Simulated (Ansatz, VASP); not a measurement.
# Two plane-wave programs on Rh

Contents of INCAR:

```
ALGO     = Fast           # electronic algorithm
EDIFF    = 1E-6           # SCF threshold, eV
ENCUT    = 520            # plane-wave cutoff, eV
GGA      = PS             # functional
ISIF     = 2              # what is computed and relaxed
ISMEAR   = 0              # smearing method
LASPH    = T              # aspherical terms in the spheres
LCHARG   = F              # write CHGCAR
LREAL    = F              # projectors in reciprocal space
LWAVE    = F              # write WAVECAR
NBANDS   = 54             # bands
NELM     = 100            # most SCF steps
PREC     = Accurate       # precision mode
SIGMA    = 0.15           # smearing width, eV
```

File KPOINTS:

```
k-points
0
Gamma
  19 19 4
```

File POSCAR:

```
Rh
1.0
    1.8900871202     -1.8900871202      0.0000000000
    1.8900871202      0.0000000000     -1.8900871202
    7.5603484810      7.5603484810      7.5603484810
Rh
6
Direct
    0.6666666667      0.6666666667      0.1666666667
    0.0000000000      0.0000000000      0.0000000000
    0.3333333333      0.3333333333      0.3333333333
    0.6666666667      0.6666666667      0.6666666667
    0.0000000000      0.0000000000      0.5000000000
    0.3333333333      0.3333333333      0.8333333333
```

Input for Ansatz:

```yaml
crystal:
  lattice:
    - [1.8900871202, -1.8900871202, 0.0]
    - [1.8900871202, 0.0, -1.8900871202]
    - [7.560348481, 7.560348481, 7.560348481]
  atoms:
    - { symbol: Rh, position: [0.6666666667, 0.6666666667, 0.1666666667] }
    - { symbol: Rh, position: [0.0, 0.0, 0.0] }
    - { symbol: Rh, position: [0.3333333333, 0.3333333333, 0.3333333333] }
    - { symbol: Rh, position: [0.6666666667, 0.6666666667, 0.6666666667] }
    - { symbol: Rh, position: [0.0, 0.0, 0.5] }
    - { symbol: Rh, position: [0.3333333333, 0.3333333333, 0.8333333333] }
basis:
  ecutwfc: 420
kpoints:
  mp_grid: { grid: [19, 19, 4] }
hamiltonian:
  xc: pbesol
  pseudopotentials: { kind: paw, azcp: { folder: soft_1 } }
scf:
  occupations: { method: gaussian, width: 0.15 }
output:
  forces: true
  stress: true
  eigenvalues: true
```

Alike in both runs: task single point; functional PBEsol; k mesh 19 × 19 × 4; occupations gaussian, width 0.15 eV; no spin polarisation.

```csv
,VASP,Ansatz
version,VASP 6.6.1,Ansatz 0.2.0
potentials or method,"VASP PAW PBE potentials, release 64 (Rh_pv), cutoff 520 eV","scalar-relativistic, plane waves, PAW"
valence electrons in the cell,90,102
```

|  | VASP | Ansatz | Ansatz less VASP |
| --- | --- | --- | --- |
| gap on the k mesh at the Fermi level (eV) | none | none | - |
| pressure (GPa) | 0.0 | 0.1 | +0.04 |

VASP's potentials were made for PBE, not for PBEsol, and Ansatz warns of the same on its side. A gap of «none» marks a metal or a gap that the smearing closes. With one functional, cell and mesh, what is left measures potentials, basis and numerics. VASP's potentials hold 90 valence electrons a cell and Ansatz's 102, so a difference there can come from the potentials and not from the codes.
